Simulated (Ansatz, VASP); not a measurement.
**One calculation of SrB, two programs**

The input INCAR:

```
SYSTEM = SrB
ALGO = Normal
EDIFF = 1E-6
EDIFFG = -0.04
ENCUT = 600
GGA = PE
IBRION = 2
ISIF = 3
ISMEAR = 0
LASPH = .TRUE.
LCHARG = .FALSE.
LREAL = .FALSE.
LWAVE = .FALSE.
NELM = 60
NSW = 90
PREC = Accurate
SIGMA = 0.1
```

The input KPOINTS:

```
k-points
0
G
  6 6 6
  0 0 0
```

The input POSCAR:

```
SrB
1.0
    0.0000000000      2.6497424100      2.6497424100
    2.6497424100      0.0000000000      2.6497424100
    2.6497424100      2.6497424100      0.0000000000
Sr B
1 1
Direct
    0.0000000000      0.0000000000      0.0000000000
    0.5000000000      0.5000000000      0.5000000000
```

Input for Ansatz:

```yaml
crystal:
  lattice:
    - [0.0, 2.64974241, 2.64974241]
    - [2.64974241, 0.0, 2.64974241]
    - [2.64974241, 2.64974241, 0.0]
  atoms:
    - { symbol: Sr, position: [0.0, 0.0, 0.0] }
    - { symbol: B, position: [0.5, 0.5, 0.5] }
basis:
  ecutwfc: 420
kpoints:
  mp_grid: { grid: [6, 6, 6] }
hamiltonian:
  xc: pbe
scf:
  occupations: { method: gaussian, width: 0.1 }
  lower_state_search: "off"
output:
  forces: true
  stress: true
  eigenvalues: true
relax:
  adjacent_minimum: "off"
  f_tol: 0.04
  max_steps: 70
  cell: { stress_tol: 0.4 }
```

Change from the starting cell: species swapped into the YbAs type (Fm-3m, No. 225).

Alike in both runs: task relaxation of cell and atoms; functional PBE; k mesh 6 × 6 × 6; occupations gaussian, width 0.1 eV; no spin polarisation.

|  | VASP | Ansatz |
| --- | --- | --- |
| version | VASP 6.6.1 | Ansatz 0.2.0 |
| potentials or method | VASP PAW PBE potentials, release 64 (Sr_sv, B), cutoff 600 eV | scalar-relativistic, plane waves, PAW |
| valence electrons in the cell | 13 | 13 |

```csv
,VASP,Ansatz,Ansatz less VASP
"gap on the k mesh at the Fermi level, each at its own relaxed structure (eV)",none,none,-
relaxed volume (Å³/atom),26.49,26.45,-0.047
relaxed cell length with the largest relative difference (Å),4.216,4.213,-0.0025
```

A gap of «none» marks a metal or a gap that the smearing closes.

Noted on VASP's run: the volume moved by over 15 % at a fixed basis, so the end points are rough.
